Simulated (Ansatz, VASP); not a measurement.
**Two plane-wave programs on MgF2**

The input POSCAR:

```
MgF2
1.0
    4.6382900969      0.0000000000      0.0000000000
    0.0000000000      4.6382900969      0.0000000000
    0.0000000000      0.0000000000      3.0625603088
Mg F
2 4
Direct
    0.0000000000      0.0000000000      0.0000000000
    0.5000000000      0.5000000000      0.5000000000
    0.3033942654      0.3033942654      0.0000000000
    0.1966057346      0.8033942654      0.5000000000
    0.6966057346      0.6966057346      0.0000000000
    0.8033942654      0.1966057346      0.5000000000
```

File INCAR.step1:

```
ALGO     = Normal         # electronic algorithm
EDIFF    = 1E-5           # SCF threshold, eV
ENCUT    = 660            # plane-wave cutoff, eV
GGA      = PE             # functional
GGA_COMPAT= False        
ISMEAR   = 0              # smearing method
LASPH    = True           # aspherical terms in the spheres
LCHARG   = False          # write CHGCAR
LREAL    = False          # projectors in reciprocal space
LWAVE    = True           # write WAVECAR
NBANDS   = 25             # bands
NELM     = 120            # most SCF steps
PREC     = Accurate       # precision mode
SIGMA    = 0.02           # smearing width, eV
```

File INCAR.step2:

```
ALGO     = Normal         # electronic algorithm
EDIFF    = 1E-6           # SCF threshold, eV
ENCUT    = 660            # plane-wave cutoff, eV
GGA_COMPAT= False        
ISIF     = 2              # what is computed and relaxed
ISMEAR   = 0              # smearing method
ISTART   = 1            
LASPH    = True           # aspherical terms in the spheres
LCHARG   = True           # write CHGCAR
LELF     = True           # ELF
LMIXTAU  = True         
LREAL    = False          # projectors in reciprocal space
LVHAR    = True         
LWAVE    = False          # write WAVECAR
METAGGA  = R2SCAN         # meta-GGA
NBANDS   = 25             # bands
NELM     = 120            # most SCF steps
PREC     = Accurate       # precision mode
SIGMA    = 0.02           # smearing width, eV
```

Contents of KPOINTS:

```
k-points
0
Gamma
  6 6 8
```

Input for Ansatz:

```yaml
crystal:
  lattice:
    - [4.6382900969, 0.0, 0.0]
    - [0.0, 4.6382900969, 0.0]
    - [0.0, 0.0, 3.0625603088]
  atoms:
    - { symbol: Mg, position: [0.0, 0.0, 0.0] }
    - { symbol: Mg, position: [0.5, 0.5, 0.5] }
    - { symbol: F, position: [0.3033942654, 0.3033942654, 0.0] }
    - { symbol: F, position: [0.1966057346, 0.8033942654, 0.5] }
    - { symbol: F, position: [0.6966057346, 0.6966057346, 0.0] }
    - { symbol: F, position: [0.8033942654, 0.1966057346, 0.5] }
basis:
  ecutwfc: 500
kpoints:
  mp_grid: { grid: [6, 6, 8] }
  band_path:
    path:
      - [0.0, 0.0, 0.0]
      - [0.0, 0.5, 0.0]
      - [0.5, 0.5, 0.0]
      - [0.0, 0.0, 0.5]
      - [0.0, 0.5, 0.5]
      - [0.5, 0.5, 0.5]
    npoints: 1
hamiltonian:
  xc: r2scan
scf:
  occupations: { method: gaussian, width: 0.02 }
  n_extra_bands: 6
output:
  forces: true
  stress: true
  eigenvalues: true
```

Alike in both runs: task single point; functional r2SCAN; k mesh 6 × 6 × 8; occupations gaussian, width 0.02 eV; no spin polarisation.

|  | VASP | Ansatz |
| --- | --- | --- |
| version | VASP 6.6.1 | Ansatz 0.2.0 |
| potentials or method | VASP PAW PBE potentials, release 64 (Mg, F), cutoff 660 eV | scalar-relativistic, plane waves, PAW |
| valence electrons in the cell | 32 | 48 |

|  | VASP | Ansatz | Ansatz less VASP |
| --- | --- | --- | --- |
| gap on the k mesh at the Fermi level (eV) | 7.94 | 7.98 | +0.037 |
| least direct gap on the mesh (eV) | 7.94 | 7.98 | +0.037 |
| pressure (GPa) | -2.7 | -1.3 | +1.45 |
| traceless stress, the component that is largest in VASP (GPa) | -0.34 | -0.24 | +0.096 |
| rms of the force components (eV/Å) | 0.002 | 0.005 | +0.0031 |

VASP's potentials were made for PBE, not for r2SCAN. Atom by atom the forces differ by 0.003 eV/Å (rms over components). VASP's potentials hold 32 valence electrons a cell and Ansatz's 48, so a difference there can come from the potentials and not from the codes.
